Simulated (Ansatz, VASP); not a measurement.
**Pt: VASP beside Ansatz**

File INCAR:

```
  PREC = Accurate
  ENCUT = 520
  EDIFF = 1E-7
  ISMEAR = -1
  SIGMA = 0.1
  LREAL = False
  LASPH = True
  NELM = 80
  ALGO = Normal
  ISIF = 2
  LWAVE = False
  LCHARG = True
  GGA = RE
  LELF = True
  LVHAR = True
  NBANDS = 17
```

The input KPOINTS:

```
regular mesh
0
Gamma
  14 14 10
```

Contents of POSCAR:

```
Pt
1.0
   -2.2401769591      2.6111059603      1.3977043979
    2.6111059603     -2.2401769591      1.3977043979
    2.7018759252      2.7018759252     -0.7183472529
Pt
2
Direct
    0.0158658084      0.9841341916      0.0000000000
    0.7341341916      0.2658658084      0.5000000000
```

Input for Ansatz:

```yaml
crystal:
  lattice:
    - [-2.2401769591, 2.6111059603, 1.3977043979]
    - [2.6111059603, -2.2401769591, 1.3977043979]
    - [2.7018759252, 2.7018759252, -0.7183472529]
  atoms:
    - { symbol: Pt, position: [0.0158658084, 0.9841341916, 0.0] }
    - { symbol: Pt, position: [0.7341341916, 0.2658658084, 0.5] }
hamiltonian:
  xc: revpbe
  pseudopotentials:
    kind: paw
    azcp:
      Pt: "pseudopotentials/Pt.paw.azcp"
basis:
  ecutwfc: 420
  fft_grid_basis: typed
kpoints:
  mp_grid: { grid: [14, 14, 10], shift: [0, 0, 0] }
magnetization:
  spin_polarized: false
scf:
  occupations: { method: fermi_dirac, width: 0.1 }
  lower_state_search: "off"
output:
  stress: true
```

Alike in both runs: task single point; functional revPBE; k mesh 14 × 14 × 10; occupations fermi-dirac, width 0.1 eV; no spin polarisation.

|  | VASP | Ansatz |
| --- | --- | --- |
| version | VASP 6.6.1 | Ansatz 0.2.0 |
| potentials or method | VASP PAW PBE potentials, release 64 (Pt), cutoff 520 eV | plane waves (420 eV) with PAW, scalar-relativistic |
| valence electrons in the cell | 20 | 36 |

```csv
,VASP,Ansatz,Ansatz less VASP
pressure (GPa),-17.4,-17.2,+0.24
"traceless stress, the component that is largest in VASP (GPa)",-1.45,-1.44,+0.014
```

VASP's potentials were made for PBE, not for revPBE. VASP's potentials hold 20 valence electrons a cell and Ansatz's 36, so a difference there can come from the potentials and not from the codes.

Neither program's run includes spin-orbit coupling.
